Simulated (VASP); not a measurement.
# Sb (I4/mmm) in VASP: a series of runs, part 2 of 2

VASP 6.6.1. Earlier steps stand in the parts before.

**3. Single point, PBE+D3(BJ)**

This run uses another cell than the first one, of 26.29 Å³/atom, 1.028 times its volume.

INCAR

```
SYSTEM = Sb
PREC = Accurate
ENCUT = 520
EDIFF = 1E-6
ISMEAR = -1
SIGMA = 0.05
LREAL = .FALSE.
LASPH = .TRUE.
NELM = 100
ALGO = Normal
ISIF = 2
LWAVE = .FALSE.
LCHARG = .FALSE.
GGA = PE
IVDW = 12
NBANDS = 8
```

KPOINTS

```
regular mesh
0
G
  12 12 12
  0 0 0
```

POSCAR

```
Sb
1.0
   -1.5893259115      1.5893259115      2.6017691270
    1.5893259115     -1.5893259115      2.6017691270
    1.5893259115      1.5893259115     -2.6017691270
Sb
1
Direct
    0.0000000000      0.0000000000      0.0000000000
```

Potentials or basis: VASP PAW PBE potentials, release 64 (Sb).

On the command line:

```bash
> cat potpaw_PBE.64/Sb/POTCAR > POTCAR
> mpirun -np 1 vasp_std > vasp.out
```

OUTCAR:

```text
SYSTEM = Sb
   PREC = Accurate
   ENCUT = 520
   EDIFF = 1E-6
   ISMEAR = -1
   LREAL = .FALSE.
   LASPH = .TRUE.
   NELM = 100
   ISIF = 2
   GGA = PE
   IVDW = 12
 IVDW          = 12

 ion  position               nearest neighbor table
   1  0.000  0.000  0.000-

  LATTYP: Found a body centered tetragonal cell.
 ALAT       =     3.1786518230
 C/A-ratio  =     1.6370268100

  Lattice vectors:

 A1 = (  -1.5893259115,   1.5893259115,   2.6017691270)
 A2 = (   1.5893259115,  -1.5893259115,   2.6017691270)
 A3 = (   1.5893259115,   1.5893259115,  -2.6017691270)

Analysis of symmetry for initial positions (statically):
=====================================================================
 Subroutine PRICEL returns:
 Original cell was already a primitive cell.

 Routine SETGRP: Setting up the symmetry group for a
 body centered tetragonal supercell.

 Subroutine GETGRP returns: Found 16 space group operations
 (whereof 16 operations were pure point group operations)
 out of a pool of 16 trial point group operations.

The static configuration has the point symmetry D_4h.

Analysis of symmetry for dynamics (positions and initial velocities):
=====================================================================
 Subroutine PRICEL returns:
 Original cell was already a primitive cell.

 Routine SETGRP: Setting up the symmetry group for a
 body centered tetragonal supercell.

 Subroutine GETGRP returns: Found 16 space group operations
 (whereof 16 operations were pure point group operations)
 out of a pool of 16 trial point group operations.

The dynamic configuration has the point symmetry D_4h.

 Subroutine INISYM returns: Found 16 space group operations
 (whereof 16 operations are pure point group operations),
 and found     1 'primitive' translations

----------------------------------------------------------------------------------------

[... 111 lines left out ...]
  volume/ion in A,a.u.               =      26.29       177.40
  Fermi-wavevector in a.u.,A,eV,Ry     =   0.941485  1.779148 12.060115  0.886393
  Thomas-Fermi vector in A             =   2.069000
   LORBIT       =      0    0 simple, 1 ext, 2 COOP (PROOUT), +10 PAW based schemes
   GGA     = PE    functional components
   LHFCALC =     F    Hartree Fock is set to
   AEXX    =    0.0000 exact exchange contribution
   IVDW    =    12    specifies the selected vdW correction
   LEPSILON=     F    determine dielectric tensor
   LRPA    =     F    only Hartree local field effects (RPA)
 non-spin polarized calculation
  energy-cutoff  :      520.00
  volume of cell :       26.29
 maximum number of plane-waves:       724
 NGX is ok and might be reduce to    28
   NGX = 13   NGY = 13   NGZ = 13

 number of electron       5.0000000 magnetization

 Free energy of the ion-electron system (eV)
  ---------------------------------------------------
  ext. energy  EPLUGINS =         0.00000000
  ---------------------------------------------------
  free energy    TOTEN  =        -3.83644166 eV

  energy without entropy =       -3.83238794  energy(sigma->0) =       -3.83441480

 E-fermi :   8.8510     XC(G=0): -10.3321

 val. band max:        8.8290606163   @ k =  -0.2500   0.0833  -0.0000
 cond. band min:       8.8567571782   @ k =   0.4167   0.4167   0.0833
 fundamental gap:      0.0276965619
 Fermi energy:         8.8510152301

 k-point     1 :       0.0000    0.0000    0.0000
  band No.  band energies     occupation
      1      -4.2843      2.00000
      2      14.0490      0.00000
      3      14.4031      0.00000
      4      14.4031      0.00000
      5      18.3931      0.00000
      6      19.3178      0.00000
      7      19.4009      0.00000
      8      19.4009      0.00000
[... 243 lines left out ...]
 k-point    24 :      -0.4167    0.1667    0.0000
  band No.  band energies     occupation
      1      -1.0731      2.00000
      2       5.2392      2.00000
      3      10.3923      0.00000
      4      11.4518      0.00000
      5      15.4170      0.00000
      6      17.9246      0.00000
      7      19.5452      0.00000
      8      22.3867      0.00000

 [... further k-points ...]

------------------------ aborting loop because EDIFF is reached ----------------------------------------

 Edisp (eV)   -0.53784

 E8    (eV) :    -0.2484

  FORCE on cell =-STRESS in cart. coord.  units (eV):
  Direction    XX          YY          ZZ          XY          YZ          ZX
  --------------------------------------------------------------------------------------
  -------------------------------------------------------------------------------------
  Total      -0.01887    -0.01887    -0.02431     0.00000     0.00000     0.00000
  in kB      -1.15002    -1.15002    -1.48146     0.00000     0.00000     0.00000
  external pressure =       -1.26 kB  Pullay stress =        0.00 kB

 VOLUME and BASIS-vectors are now :
 -----------------------------------------------------------------------------
  energy-cutoff  :      520.00
  volume of cell :       26.29
      direct lattice vectors                 reciprocal lattice vectors
    -1.589325912  1.589325912  2.601769127     0.000000000  0.314598785  0.192176929
     1.589325912 -1.589325912  2.601769127     0.314598785  0.000000000  0.192176929
     1.589325912  1.589325912 -2.601769127     0.314598785  0.314598785  0.000000000

 POSITION                                       TOTAL-FORCE (eV/Angst)
 -----------------------------------------------------------------------------------
      0.00000      0.00000      0.00000        -0.000000      0.000000      0.000000
 -----------------------------------------------------------------------------------
    total drift:                                0.000000      0.000000     -0.000000

  FREE ENERGIE OF THE ION-ELECTRON SYSTEM (eV)
  ---------------------------------------------------
  free  energy   TOTEN  =        -4.3742795190 eV

  energy  without entropy=       -4.3702257935  energy(sigma->0) =       -4.37225266
```

OSZICAR:

```text
N       E                     dE             d eps       ncg     rms          rms(c)
DAV:   1     0.507649777987E+01    0.50765E+01   -0.16885E+03  2616   0.411E+02
DAV:   2    -0.374727621538E+01   -0.88238E+01   -0.83707E+01  3744   0.525E+01
DAV:   3    -0.384096003545E+01   -0.93684E-01   -0.93481E-01  3120   0.602E+00
DAV:   4    -0.384122614390E+01   -0.26611E-03   -0.26610E-03  4136   0.397E-01
DAV:   5    -0.384122647590E+01   -0.33200E-06   -0.33245E-06  3400   0.904E-03    0.182E+00
DAV:   6    -0.383811877919E+01    0.31077E-02   -0.17416E-03  3200   0.220E-01    0.104E+00
DAV:   7    -0.383643140000E+01    0.16874E-02   -0.37562E-03  3136   0.323E-01    0.534E-02
DAV:   8    -0.383644121014E+01   -0.98101E-05   -0.62147E-05  3584   0.603E-02    0.599E-03
DAV:   9    -0.383644166243E+01   -0.45229E-06   -0.80115E-07  3736   0.683E-03
   1 F= -.43742795E+01 E0= -.43722527E+01  d E =-.405373E-02
```

Run time: 22 s. Hardware: 1 thread of AMD EPYC 9R45 (Zen 5), shared host; peak memory 0.15 GiB.

What came out:

* Free energy: -4.3743 eV
* Pressure: -0.1 GPa
* Dispersion energy per atom: -0.538 eV

Levels at points of the mesh, in eV from the Fermi level:
| k point | band 1 | band 2 | band 3 | band 4 | band 5 | band 6 | band 7 |
| --- | --- | --- | --- | --- | --- | --- | --- |
| (0.00, 0.00, 0.00) | -13.14 | 5.20 | 5.55 | 5.55 | 9.54 | 10.47 | 10.55 |
| (0.50, 0.00, 0.00) | -9.20 | -5.97 | 2.33 | 5.06 | 6.74 | 9.90 | 10.17 |
| (0.50, 0.50, 0.00) | -6.85 | -4.66 | -0.71 | 0.49 | 3.60 | 4.33 | 16.54 |
| (0.50, 0.50, 0.50) | -8.87 | -5.69 | 1.69 | 1.69 | 5.54 | 5.63 | 18.12 |

Caveat: spin-orbit coupling is left out, which moves the levels of the heavy elements; pairwise dispersion overbinds metals, which lowers pressure and volume.

**4. Single point, PBE+D4**

This run uses another cell than the first one, of 26.31 Å³/atom, 1.029 times its volume.

INCAR

```
SYSTEM = Sb
ALGO = Normal
EDIFF = 1E-6
ENCUT = 520
GGA = PE
ISIF = 2
ISMEAR = -1
IVDW = 13
LASPH = .TRUE.
LCHARG = .TRUE.
LELF = .TRUE.
LREAL = .FALSE.
LVHAR = .TRUE.
LWAVE = .FALSE.
NBANDS = 8
NELM = 80
PREC = Accurate
SIGMA = 0.05
```

KPOINTS

```
k-points
0
G
  12 12 12
  0 0 0
```

POSCAR

```
Sb
1.0
   -1.5892317622      1.5892317622      2.6043230849
    1.5892317622     -1.5892317622      2.6043230849
    1.5892317622      1.5892317622     -2.6043230849
Sb
1
Direct
    0.0000000000      0.0000000000      0.0000000000
```

Potentials or basis: VASP PAW PBE potentials, release 64 (Sb).

On the command line:

```bash
> cat potpaw_PBE.64/Sb/POTCAR > POTCAR
> mpirun -np 1 vasp_std > vasp.out
```

OUTCAR:

```text
SYSTEM = Sb
   EDIFF = 1E-6
   ENCUT = 520
   GGA = PE
   ISIF = 2
   ISMEAR = -1
   IVDW = 13
   LASPH = .TRUE.
   LREAL = .FALSE.
   NELM = 80
   PREC = Accurate

 ion  position               nearest neighbor table
   1  0.000  0.000  0.000-

  LATTYP: Found a body centered tetragonal cell.
 ALAT       =     3.1784635244
 C/A-ratio  =     1.6387308301

  Lattice vectors:

 A1 = (  -1.5892317622,   1.5892317622,   2.6043230849)
 A2 = (   1.5892317622,  -1.5892317622,   2.6043230849)
[... 445 lines left out ...]
 [... further k-points ...]

------------------------ aborting loop because EDIFF is reached ----------------------------------------

  DFT-D4 for vdW energy calculation

  Edisp (eV):   -0.57478

  FORCE on cell =-STRESS in cart. coord.  units (eV):
  Direction    XX          YY          ZZ          XY          YZ          ZX
  --------------------------------------------------------------------------------------
  -------------------------------------------------------------------------------------
  Total      -0.02107    -0.02107    -0.03088     0.00000    -0.00000     0.00000
  in kB      -1.28281    -1.28281    -1.88047     0.00000    -0.00000     0.00000
  external pressure =       -1.48 kB  Pullay stress =        0.00 kB

 VOLUME and BASIS-vectors are now :
 -----------------------------------------------------------------------------
  energy-cutoff  :      520.00
  volume of cell :       26.31
      direct lattice vectors                 reciprocal lattice vectors
    -1.589231762  1.589231762  2.604323085     0.000000000  0.314617422  0.191988468
     1.589231762 -1.589231762  2.604323085     0.314617422  0.000000000  0.191988468
     1.589231762  1.589231762 -2.604323085     0.314617422  0.314617422  0.000000000

 POSITION                                       TOTAL-FORCE (eV/Angst)
 -----------------------------------------------------------------------------------
      0.00000      0.00000      0.00000         0.000000      0.000000      0.000000
 -----------------------------------------------------------------------------------
    total drift:                                0.000000      0.000000     -0.000000

  FREE ENERGIE OF THE ION-ELECTRON SYSTEM (eV)
  ---------------------------------------------------
  free  energy   TOTEN  =        -4.4116427111 eV

  energy  without entropy=       -4.4075575137  energy(sigma->0) =       -4.40960011
```

stdout:

```text
POSCAR found type information on POSCAR Sb
 POSCAR found :  1 types and       1 ions
 scaLAPACK will be used
 LDA part: xc-table for (Slater+PW92), standard interpolation
 POSCAR, INCAR and KPOINTS ok, starting setup
 FFT: planning ... GRIDC
 FFT: planning ... GRID_SOFT
 FFT: planning ... GRID
 WAVECAR not read
 entering main loop
```

Run time: 28 s. Hardware: 1 thread of AMD EPYC 9R45 (Zen 5), shared host; peak memory 0.14 GiB.

Results:

- Free energy: -4.4116 eV
- Pressure: -0.1 GPa
- Dispersion energy per atom: -0.575 eV

Caveat: spin-orbit coupling is left out, which moves the levels of the heavy elements; pairwise dispersion overbinds metals, which lowers pressure and volume.

**5. Single point, revPBE+D4**

This run uses another cell than the first one, of 25.94 Å³/atom, 1.014 times its volume.

INCAR

```
SYSTEM = Sb
PREC = Accurate
ENCUT = 520
EDIFF = 1E-6
ISMEAR = -1
SIGMA = 0.05
LREAL = .FALSE.
LASPH = .TRUE.
NELM = 80
ALGO = Normal
ISIF = 2
LWAVE = .FALSE.
LCHARG = .FALSE.
GGA = RE
IVDW = 13
NBANDS = 8
```

KPOINTS

```
Automatic mesh
0
G
  12 12 12
  0 0 0
```

POSCAR

```
Sb
1.0
   -1.5826668723      1.5826668723      2.5886575593
    1.5826668723     -1.5826668723      2.5886575593
    1.5826668723      1.5826668723     -2.5886575593
Sb
1
Direct
    0.0000000000      0.0000000000      0.0000000000
```

On the command line:

```bash
> cat potpaw_PBE.64/Sb/POTCAR > POTCAR
> mpirun -np 1 vasp_std > vasp.out
```

Wall time 25 s (1 thread of AMD EPYC 9R45 (Zen 5), shared host); peak memory 0.14 GiB.

It converged, with:

```yaml
Free_energy: -4.4193 eV
Pressure: -0.2 GPa
Dispersion_energy_per_atom: -0.927 eV
```

Levels at points of the mesh, in eV from the Fermi level:
| k point | band 1 | band 2 | band 3 | band 4 | band 5 | band 6 |
| --- | --- | --- | --- | --- | --- | --- |
| (0.00, 0.00, 0.00) | -13.24 | 5.34 | 5.67 | 5.67 | 9.56 | 10.42 |
| (0.50, 0.00, 0.00) | -9.21 | -6.06 | 2.39 | 5.16 | 6.77 | 9.94 |
| (0.50, 0.50, 0.00) | -6.80 | -4.73 | -0.71 | 0.49 | 3.59 | 4.30 |
| (0.50, 0.50, 0.50) | -8.86 | -5.77 | 1.71 | 1.71 | 5.51 | 5.64 |

Caveat: the PAW data sets were made with another functional, which shifts forces and pressure a little; spin-orbit coupling is left out, which moves the levels of the heavy elements; pairwise dispersion overbinds metals, which lowers pressure and volume.

**6. Summary**

```csv
level,cell,gap on the mesh (eV),pressure (GPa)
revPBE+D3(BJ),"a = 3.405 Å, angles 124.8, 124.8, 81.8°, 1 atom",none,-0.2
PBE+D3(BJ),"a = 3.438 Å, angles 124.9, 124.9, 81.6°, 1 atom",none,-0.1
PBE+D4,"a = 3.440 Å, angles 125.0, 125.0, 81.6°, 1 atom",none,-0.1
revPBE+D4,"a = 3.422 Å, angles 124.9, 124.9, 81.7°, 1 atom",none,-0.2
```

Alike in all rows: task single point; potentials or basis VASP PAW PBE potentials, release 64 (Sb); no spin polarisation; k mesh 12 × 12 × 12; cutoff (eV) 520; smearing fermi-dirac 0.05 eV.

Caveats: spin-orbit coupling is left out, which moves the levels of the heavy elements; pairwise dispersion overbinds metals, which lowers pressure and volume; the PAW data sets were made with another functional, which shifts forces and pressure a little (some runs).

Absolute energies hang on the potentials; compare differences alone.
